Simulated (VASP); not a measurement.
# In (P1) in VASP: single point with PBE

Aim: the single point of In with PBE.

Program: VASP 6.6.1. These are calculated values, not measurements. Logs are shortened: lines on timing, memory, paths and dates and some standing lists are left out, and cuts for length are marked.

### 1 The cell of the first run

The typed cell holds 8 atoms: a = 3.428 Å, b = 6.330 Å, c = 10.151 Å, α = 84.76°, β = 90.02°, γ = 90.10°.

### 2 Single point, PBE

Input file INCAR:

```
SYSTEM = In
PREC     = Accurate       ! precision mode
ENCUT    = 520            ! plane-wave cutoff, eV
EDIFF    = 1E-6           ! SCF threshold, eV
ISMEAR   = 0              ! smearing method
SIGMA    = 0.2            ! smearing width, eV
LREAL    = .FALSE.        ! projectors in reciprocal space
LASPH    = .TRUE.         ! aspherical terms in the spheres
NELM     = 80             ! most SCF steps
ALGO     = Fast           ! electronic algorithm
ISIF     = 2              ! what is computed and relaxed
LWAVE    = .FALSE.        ! write WAVECAR
LCHARG   = .FALSE.        ! write CHGCAR
GGA      = PE             ! functional
NBANDS   = 62             ! bands
```

Input file KPOINTS:

```
regular mesh
0
G
  6 4 2
  0 0 0
```

Input file POSCAR:

```
In
1.0
   -0.0044600577      0.0019478087      3.4280588787
    6.3243111997      0.2724114171     -0.0030343246
    0.4910972592     10.1390050087     -0.0079039837
In
8
Direct
    0.2153380213      0.4988945635      0.0005343845
    0.2154904016      0.9994961485      0.5003403892
    0.0353294500      0.7504018698      0.2493902341
    0.0353526667      0.2506494703      0.7494058543
   -0.2861552148      0.2493239266      0.2505742200
   -0.2867245402      0.7495243148      0.7506297942
    0.5356402764      1.0005082007     -0.0004377561
    0.5357289388      0.5012015056      0.4995628799
```

Potentials or basis: VASP PAW PBE potentials, release 64 (In_d).

Command:

```sh
cat potpaw_PBE.64/In_d/POTCAR > POTCAR
mpirun -np 1 vasp_std > vasp.out
```

OUTCAR:

```text
SYSTEM = In
   PREC = Accurate
   ENCUT = 520
   EDIFF = 1E-6
   ISMEAR = 0
   LREAL = .FALSE.
   LASPH = .TRUE.
   NELM = 80
   ISIF = 2
   GGA = PE

 ion  position               nearest neighbor table
   1  0.215  0.499  0.001-   3 3.17   4 3.17   6 3.34   5 3.34   5 3.34   7 3.34   6 3.34   7 3.36
                             7 3.92   7 3.94
   2  0.215  0.999  0.500-   4 3.17   3 3.18   5 3.33   6 3.34   5 3.34   8 3.34   6 3.34   8 3.36
                             8 3.92   8 3.94
   3  0.035  0.750  0.249-   1 3.17   2 3.18   8 3.34   7 3.34   7 3.34   8 3.34   5 3.35   5 3.36
                             5 3.92   5 3.94
   4  0.035  0.251  0.749-   2 3.17   1 3.17   8 3.34   7 3.34   8 3.34   7 3.34   6 3.35   6 3.36
                             6 3.92   6 3.93
   5  0.714  0.249  0.251-   8 3.17   7 3.17   2 3.33   1 3.34   1 3.34   2 3.34   3 3.35   3 3.36
                             3 3.92   3 3.94
   6  0.713  0.750  0.751-   7 3.17   8 3.17   1 3.34   2 3.34   2 3.34   1 3.34   4 3.35   4 3.36
                             4 3.92   4 3.93
   7  0.536  0.001  1.000-   6 3.17   5 3.17   3 3.34   3 3.34   4 3.34   4 3.34   1 3.34   1 3.36
                             1 3.92   1 3.94
   8  0.536  0.501  0.500-   5 3.17   6 3.17   3 3.34   4 3.34   4 3.34   3 3.34   2 3.34   2 3.36
                             2 3.92   2 3.94

  LATTYP: Found a triclinic cell.
 ALAT       =     6.3301760906
 B/A-ratio  =     1.6035722345
 C/A-ratio  =     0.5415429657
 COS(alpha) =     0.0002740626
 COS(beta)  =     0.0017547287
 COS(gamma) =     0.0913186288

  Lattice vectors:

 A1 = (  -6.3243111997,  -0.2724114171,   0.0030343246)
 A2 = (  -0.4910972592, -10.1390050087,   0.0079039837)
 A3 = (  -0.0044600577,   0.0019478087,   3.4280588787)

Analysis of symmetry for initial positions (statically):
=====================================================================
 Subroutine PRICEL returns:
 Original cell was already a primitive cell.

 Routine SETGRP: Setting up the symmetry group for a
 triclinic supercell.

 Subroutine GETGRP returns: Found  1 space group operations
 (whereof  1 operations were pure point group operations)
 out of a pool of  2 trial point group operations.

The static configuration has the point symmetry C_1 .

Analysis of symmetry for dynamics (positions and initial velocities):
=====================================================================
 Subroutine PRICEL returns:
 Original cell was already a primitive cell.

[... 126 lines left out ...]
   ISYM   =      2    0-nonsym 1-usesym 2-fastsym
   POTIM  = 0.5000    time-step for ionic-motion
   TEBEG  =    0.0;   TEEND  =   0.0 temperature during run
   PSTRESS=    0.0 pullay stress
   NELECT =     104.0000    total number of electrons
   NUPDOWN=      -1.0000    fix difference up-down
   EMIN   =  10.00;   EMAX   =-10.00  energy-range for DOS
   EFERMI =   0.00;   METHOD = LEGACY
   ISMEAR =     0;   SIGMA  =   0.20  broadening in eV -4-tet -1-fermi 0-gaus
   EFERMI_NEDOS =   21; number of points for ismear=-14 and -15
   IALGO  =     68    algorithm
   IMIX   =      4    mixing-type and parameters
     AMIX     =   0.40;   BMIX     =  1.00
     AMIX_MAG =   1.60;   BMIX_MAG =  1.00
  volume/ion in A,a.u.               =      27.42       185.04
  Fermi-wavevector in a.u.,A,eV,Ry     =   1.276545  2.412320 22.171597  1.629566
  Thomas-Fermi vector in A             =   2.409195
   LORBIT       =      0    0 simple, 1 ext, 2 COOP (PROOUT), +10 PAW based schemes
   GGA     = PE    functional components
   LHFCALC =     F    Hartree Fock is set to
   AEXX    =    0.0000 exact exchange contribution
   IVDW    =     0    specifies the selected vdW correction
   LEPSILON=     F    determine dielectric tensor
   LRPA    =     F    only Hartree local field effects (RPA)
 non-spin polarized calculation
 RMM-DIIS sequential band-by-band and
 Gauss-broadening in eV      SIGMA  =   0.20
  energy-cutoff  :      520.00
  volume of cell :      219.36
 maximum number of plane-waves:      5938
 NGX is ok and might be reduce to    28
   NGX = 13   NGY = 23   NGZ = 37

 number of electron     104.0000012 magnetization

 Free energy of the ion-electron system (eV)
  ---------------------------------------------------
  ext. energy  EPLUGINS =         0.00000000
  ---------------------------------------------------
  free energy    TOTEN  =       -20.69101340 eV

  energy without entropy =      -20.64839225  energy(sigma->0) =      -20.66970282

 E-fermi :   7.0934     XC(G=0): -10.0256

 val. band max:        7.0494609259   @ k =   0.3333   0.2500   0.5000
 cond. band min:       7.0934867408   @ k =   0.3333   0.5000   0.0000
 fundamental gap:      0.0440258149
 Fermi energy:         7.0934073122

 k-point     1 :       0.0000    0.0000    0.0000
  band No.  band energies     occupation
      1      -7.8078      2.00000
      2      -7.7226      2.00000
      3      -7.7150      2.00000
      4      -7.6955      2.00000
      5      -7.6758      2.00000
      6      -7.6757      2.00000
[... 1549 lines left out ...]
     61      10.9382      0.00000
     62      11.5309      0.00000

 [... further k-points ...]

------------------------ aborting loop because EDIFF is reached ----------------------------------------

  FORCE on cell =-STRESS in cart. coord.  units (eV):
  Direction    XX          YY          ZZ          XY          YZ          ZX
  --------------------------------------------------------------------------------------
  -------------------------------------------------------------------------------------
  Total       -0.0345604     -0.1413908     -0.2030739      0.0194868     -0.0026736     -0.0003312
  in kB       -0.2524290     -1.0327185     -1.4832519      0.1423313     -0.0195283     -0.0024189
  external PRESSURE =      -0.9227998 kB  Pullay stress =       0.0000000 kB

 VOLUME and BASIS-vectors are now :
 -----------------------------------------------------------------------------
  energy-cutoff  :      520.00
  volume of cell :      219.36
      direct lattice vectors                 reciprocal lattice vectors
    -0.004460058  0.001947809  3.428058879     0.000130436  0.000221088  0.291710320
     6.324311200  0.272411417 -0.003034325     0.158450662 -0.007674621  0.000210512
     0.491097259 10.139005009 -0.007903984    -0.004257225  0.098835164 -0.000061697

 POSITION                                       TOTAL-FORCE (eV/Angst)
 -----------------------------------------------------------------------------------
      3.15447      0.14174      0.73667         0.002951     -0.004079     -0.002810
      6.56588      5.34565      0.73173         0.002579      0.000326     -0.003368
      4.86809      2.73306      0.11686         0.000617      0.002888     -0.000068
      1.95306      7.66658      0.11451        -0.000983      0.001283     -0.000150
      1.69667      2.60988      2.44436         0.000836     -0.000908      0.002183
      5.10568      7.81621      2.43694         0.000270     -0.003091      0.004300
      0.49171     10.13575      1.82830        -0.000864      0.002527     -0.000140
      3.41270      5.20265      1.83104        -0.005406      0.001054      0.000053
 -----------------------------------------------------------------------------------
    total drift:                               -0.000030      0.000062     -0.000025

  FREE ENERGIE OF THE ION-ELECTRON SYSTEM (eV)
  ---------------------------------------------------
  free  energy   TOTEN  =       -20.6910133961 eV

  energy  without entropy=      -20.6483922490  energy(sigma->0) =      -20.66970282
```

It took 6 min on 1 thread of Intel Xeon 6975P-C (Granite Rapids), shared host; peak memory 0.46 GiB.

Results:

* Free energy: -20.6910 eV
* Pressure: -0.1 GPa
* Largest force: 0.006 eV/Å
* Band gap on the k mesh: zero (bands 52 and 53 overlap by 1.85 eV)

Forces on the atoms (eV/Å):
```
In   0.003 -0.004 -0.003
In   0.003  0.000 -0.003
In   0.001  0.003  0.000
In  -0.001  0.001  0.000
In   0.001 -0.001  0.002
In   0.000 -0.003  0.004
In  -0.001  0.003  0.000
In  -0.005  0.001  0.000
```

Stress tensor (GPa, compression positive):
```
-0.03  0.01  0.00
 0.01 -0.10  0.00
 0.00  0.00 -0.15
```

Caveat: spin-orbit coupling is left out, which moves the levels of the heavy elements.

The gap in the log of VASP goes by the Fermi energy; the results here count the filled bands.